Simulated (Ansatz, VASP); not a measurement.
# Ni: VASP beside Ansatz

```
CELL_PARAMETERS angstrom
0.00000 1.61990 2.10587
1.61990 0.00000 2.10587
1.61990 1.61990 0.00000
ATOMIC_POSITIONS crystal
Ni 0.00000 0.00000 0.00000
```

Alike in both runs: task single point; functional PBEsol; k mesh 26 × 26 × 26; occupations gaussian, width 0.15 eV; collinear spin.

|  | VASP | Ansatz |
| --- | --- | --- |
| version | VASP 6.6.1 | Ansatz 0.2.0 |
| potentials or method | VASP PAW PBE potentials, release 64 (Ni), cutoff 520 eV | scalar-relativistic, plane waves, PAW |
| valence electrons in the cell | 10 | 18 |

Ansatz gave:

* gap on the k mesh at the Fermi level (eV): none
* pressure (GPa): -5.5
* traceless stress, the component that is largest in VASP (GPa): -27.21
* net moment per atom (μB): 0.55
* size of the moment on the site where the two differ most (μB): 0.57

Question: Estimate VASP's values.

Answer: gap on the k mesh at the Fermi level (eV): none; pressure (GPa): -5.5; traceless stress, the component that is largest in VASP (GPa): -26.59; net moment per atom (μB): 0.53; size of the moment on the site where the two differ most (μB): 0.54.

VASP's potentials were made for PBE, not for PBEsol. Site moments also hang on the region over which each program counts them. A gap of «none» marks a metal or a gap that the smearing closes. VASP's potentials hold 10 valence electrons a cell and Ansatz's 18, so a difference there can come from the potentials and not from the codes.
